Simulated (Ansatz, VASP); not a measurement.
**V in VASP and in Ansatz**

```xyz
1
Lattice="-0.8006 1.6012 1.6012 1.6012 -0.8006 1.6012 1.6012 1.6012 -0.8006" Properties=species:S:1:pos:R:3 pbc="T T T"
V     0.0000    0.0000    0.0000
```

Alike in both runs: task single point; functional PBEsol; k mesh 24 × 24 × 24; occupations gaussian, width 0.15 eV; no spin polarisation.

```csv
,VASP,Ansatz
version,VASP 6.6.1,Ansatz 0.2.0
potentials or method,"VASP PAW PBE potentials, release 64 (V_sv), cutoff 520 eV","scalar-relativistic, plane waves, PAW"
valence electrons in the cell,13,13
```

Ansatz gave:

* gap on the k mesh at the Fermi level (eV): none
* pressure (GPa): 2.0

Task: What did VASP give for the same quantities?

Result: gap on the k mesh at the Fermi level (eV): none; pressure (GPa): 2.4.

VASP's potentials were made for PBE, not for PBEsol. A gap of «none» marks a metal or a gap that the smearing closes.
